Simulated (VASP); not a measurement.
Write the native input for VASP 6.6.1 that does the following.

```
Task                   : single point
Functional             : PBE
Potentials or basis    : VASP PAW PBE potentials, release 64 (Pd)
Cutoff                 : 500 eV
k mesh                 : 14 × 14 × 14
Occupations            : fermi-dirac, width 0.05 eV
Spin                   : collinear spin
Starting moments       : [0.5] μB
Dipole correction      : no
Further INCAR settings : ALGO = Normal; EDIFF = 1e-06; NBANDS = 15
```

The structure of Pd lies in POSCAR:

```
Pd
1.0
    2.5795691651      0.0000000000      0.0000000000
    0.0000000000      2.5795691651      0.0000000000
    0.0000000000      0.0000000000      2.5795691651
Pd
1
Direct
    0.0000000000      0.0000000000      0.0000000000
```

This isn't the form of Pd at room conditions, which is fcc.

One way to write it, as run:

INCAR

```
ALGO     = Normal         # electronic algorithm
EDIFF    = 1E-6           # SCF threshold, eV
ENCUT    = 500            # plane-wave cutoff, eV
GGA      = PE             # functional
GGA_COMPAT= False        
ISIF     = 2              # what is computed and relaxed
ISMEAR   = -1             # smearing method
ISPIN    = 2              # spin polarisation
LASPH    = True           # aspherical terms in the spheres
LCHARG   = True           # write CHGCAR
LELF     = True           # ELF
LMAXMIX  = 4              # l up to which the mixer works
LORBIT   = 11             # projections on sites
LREAL    = False          # projectors in reciprocal space
LVHAR    = True         
LWAVE    = False          # write WAVECAR
MAGMOM   = 0.5            # initial moments
NBANDS   = 15             # bands
NELM     = 200            # most SCF steps
PREC     = Accurate       # precision mode
SIGMA    = 0.05           # smearing width, eV
```

KPOINTS

```
k-points
0
Gamma
  14 14 14
```

Potentials or basis: VASP PAW PBE potentials, release 64 (Pd).

The run is started by

```sh
$ cat potpaw_PBE.64/Pd/POTCAR > POTCAR
$ mpirun -np 1 vasp_std > vasp.out
```

Results of the run:

* Pressure: 5.1 GPa
* Band gap on the k mesh: zero (filled and empty bands overlap)
* Net moment: 0.00 μB per cell
* Valence electrons inside the program's atomic spheres: Pd 9.41

Caveat: the cell stands under pressure.

Run time: 23 s on 1 thread of Intel(R) Xeon(R) 6975P-C (Granite Rapids), on a shared host, peak memory 0.16 GiB.
